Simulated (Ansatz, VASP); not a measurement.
Two plane-wave programs on TiAl

Contents of INCAR:

```
PREC = Accurate
ENCUT = 520
EDIFF = 1E-6
ISMEAR = 0
SIGMA = 0.15
LREAL = False
LASPH = True
NELM = 100
ALGO = Fast
ISIF = 2
LWAVE = False
LCHARG = True
GGA = PS
LELF = True
LVHAR = True
NBANDS = 14
```

File KPOINTS:

```
Automatic mesh
0
Gamma
  16 16 16
```

POSCAR

```
TiAl
1.0
    2.8507750825      0.0000000000      0.0000000000
    0.0000000000      2.8507750825      0.0000000000
    0.0000000000      0.0000000000      3.7650186515
Ti Al
1 1
Direct
    0.0000000000      0.0000000000      0.0000000000
    0.5000000000      0.5000000000      0.5000000000
```

Input for Ansatz:

```yaml
crystal:
  lattice:
    - [2.8507750825, 0.0, 0.0]
    - [0.0, 2.8507750825, 0.0]
    - [0.0, 0.0, 3.7650186515]
  atoms:
    - { symbol: Ti, position: [0.0, 0.0, 0.0] }
    - { symbol: Al, position: [0.5, 0.5, 0.5] }
basis:
  ecutwfc: 520.0
kpoints:
  mp_grid: { grid: [16, 16, 16] }
hamiltonian:
  xc: pbesol
  pseudopotentials: { kind: paw, azcp: { folder: soft_1 } }
scf:
  occupations: { method: gaussian, width: 0.15 }
output:
  forces: true
  stress: true
  eigenvalues: true
```

Alike in both runs: task single point; functional PBEsol; k mesh 16 × 16 × 16; occupations gaussian, width 0.15 eV; no spin polarisation.

```csv
,VASP,Ansatz
version,VASP 6.6.1,Ansatz 0.2.0
potentials or method,"VASP PAW PBE potentials, release 64 (Ti_sv, Al), cutoff 520 eV","scalar-relativistic, plane waves, PAW"
valence electrons in the cell,15,15
```

|  | VASP | Ansatz | Ansatz less VASP |
| --- | --- | --- | --- |
| gap on the k mesh at the Fermi level (eV) | none | none | - |
| pressure (GPa) | 3.8 | 3.7 | -0.08 |
| traceless stress, the component that is largest in VASP (GPa) | 3.81 | 3.81 | -0.002 |

VASP's potentials were made for PBE, not for PBEsol, and Ansatz warns of the same on its side. A gap of «none» marks a metal or a gap that the smearing closes.
